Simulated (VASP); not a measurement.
Set up this calculation in VASP 6.6.1, as the native input.

| Item | Value |
| --- | --- |
| Task | relaxation of cell and atoms |
| Functional | revPBE |
| Potentials or basis | VASP PAW PBE potentials, release 64 (Co) |
| Cutoff | 600 eV |
| k mesh | 11 × 11 × 11 |
| Occupations | fermi-dirac, width 0.05 eV |
| Spin | collinear spin, antiferromagnetic start |
| Starting moments | [1.7, -1.7] μB |
| Dipole correction | no |
| Further INCAR settings | ALGO = Normal; EDIFF = 1e-06; IBRION = 2; EDIFFG = -0.01; NSW = 80; ISIF = 3 |

The structure of Co lies in POSCAR:

```
Co
1.0
    2.8082743434      0.0000000000      0.0000000000
    0.0000000000      2.8082743434      0.0000000000
    0.0000000000      0.0000000000      2.8082743434
Co
2
Direct
    0.0000000000      0.0000000000      0.0000000000
    0.5000000000      0.5000000000      0.5000000000
```

The input as run:

INCAR

```
PREC = Accurate
ENCUT = 600
EDIFF = 1E-6
ISMEAR = -1
SIGMA = 0.05
LREAL = F
LASPH = T
NELM = 150
ALGO = Normal
ISIF = 3
LWAVE = F
LCHARG = F
ISPIN = 2
MAGMOM = 1.7 -1.7
LORBIT = 11
LMAXMIX = 4
GGA = RE
IBRION = 2
NSW = 80
EDIFFG = -0.01
```

KPOINTS

```
Automatic mesh
0
Gamma
  11 11 11
```

Potentials or basis: VASP PAW PBE potentials, release 64 (Co).

Launch:

```console
$ cat potpaw_PBE.64/Co/POTCAR > POTCAR
$ mpirun -np 1 vasp_std > vasp.out
```

Results of the run:

```
Relaxed volume                                        : 10.84 Å³/atom
Relaxed cell                                          : a = 2.789 Å, b = 2.789 Å, c = 2.789 Å, α = 90.00°, β = 90.00°, γ = 90.00°
Space group after relaxing (to 0.05 Å)                : Im-3m (No. 229)
Energy gained by relaxing                             : 2.9 meV/atom
Ionic steps                                           : 3
Pressure after relaxing                               : 0.0 GPa
Band gap on the k mesh                                : zero (filled and empty bands overlap)
Net moment                                            : 0.00 μB per cell
Site moments                                          : Co +0.83, -0.83 μB
Valence electrons inside the program's atomic spheres : Co 8.28
```

Caveat: the PAW data sets were made with another functional, which shifts forces and pressure a little.

It took 32 s on 1 thread of Intel(R) Xeon(R) 6975P-C (Granite Rapids), on a shared host, peak memory 0.17 GiB.
